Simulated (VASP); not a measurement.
Input of a VASP 6.6.1 run:

Contents of POSCAR:

```
AlAs
1.0
    0.0000000000      2.9524816232      2.9524816232
    2.9524816232      0.0000000000      2.9524816232
    2.9524816232      2.9524816232      0.0000000000
Al As
1 1
Direct
    0.0000000000      0.0000000000      0.0000000000
    0.2500000000      0.2500000000      0.2500000000
```

The input INCAR.step1:

```
PREC = Accurate ; ENCUT = 500
EDIFF = 1E-8 ; ISMEAR = 0
SIGMA = 0.01 ; LREAL = F
LASPH = T ; NELM = 100
ALGO = Normal ; LWAVE = T
LCHARG = F ; GGA = PE
```

INCAR.step2

```
PREC = Accurate ; ENCUT = 500
EDIFF = 1E-8 ; ISMEAR = 0
SIGMA = 0.01 ; LREAL = F
LASPH = T ; NELM = 1
ALGO = Exact ; LWAVE = T
LCHARG = F ; GGA = PE
NBANDS = 218 ; LOPTICS = T
ISTART = 1
```

INCAR.step3

```
PREC = Accurate ; ENCUT = 500
EDIFF = 1E-8 ; ISMEAR = 0
SIGMA = 0.01 ; LREAL = F
LASPH = T ; ALGO = EVGW0
LWAVE = F ; LCHARG = F
GGA = PE ; NELMGW = 1
NBANDS = 218 ; ENCUTGW = 150.0
NOMEGA = 96 ; PRECFOCK = Fast
ISTART = 1 ; NBANDSGW = 12
OMEGAMAX = 20
```

The input KPOINTS:

```
Automatic mesh
0
Gamma
  4 4 4
```

Potentials or basis: VASP PAW PBE potentials, release 64 (Al_GW, As_GW).

Run with:

```sh
$ cat potpaw_PBE.64/Al_GW/POTCAR potpaw_PBE.64/As_GW/POTCAR > POTCAR
$ cp INCAR.step1 INCAR
$ mpirun -np 1 vasp_std > vasp.out
$ cp INCAR.step2 INCAR
$ mpirun -np 1 vasp_std > vasp.out
$ cp INCAR.step3 INCAR
$ mpirun -np 1 vasp_std > vasp.out
```

(1) Estimate the quasiparticle gap.

(2) What does it give for the least direct quasiparticle gap?

(3) What does it give for the least direct gap of the starting levels on the mesh?

Results:

(1) 1.93 eV.

(2) 1.93 eV.

(3) 1.08 eV.

Caveat: the k points lie up to 0.46 Å⁻¹ apart; bands, screening cutoff and mesh are small and nothing is extrapolated, so the quasiparticle values aren't converged.
